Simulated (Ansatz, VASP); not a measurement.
# C: VASP beside Ansatz

```
CELL_PARAMETERS angstrom
1.75488 0.00000 0.00000
-0.87744 1.51977 0.00000
0.00000 0.00000 8.68143
ATOMIC_POSITIONS crystal
C 0.33333 0.66667 0.25000
C 0.66667 0.33333 0.75000
```

Alike in both runs: task single point; functional BLYP; k mesh 22 × 22 × 4; occupations fermi-dirac, width 0.1 eV; no spin polarisation.

```csv
,VASP,Ansatz
version,VASP 6.6.1,Ansatz 0.2.0
potentials or method,"VASP PAW PBE potentials, release 64 (C), cutoff 600 eV","plane waves (420 eV) with PAW, scalar-relativistic"
valence electrons in the cell,8,8
```

```csv
,VASP,Ansatz,Ansatz less VASP
pressure (GPa),2.5,2.7,+0.17
"traceless stress, the component that is largest in VASP (GPa)",-2.30,-2.32,-0.023
```

VASP's potentials were made for PBE, not for BLYP. With one functional, cell and mesh, what is left measures potentials, basis and numerics.
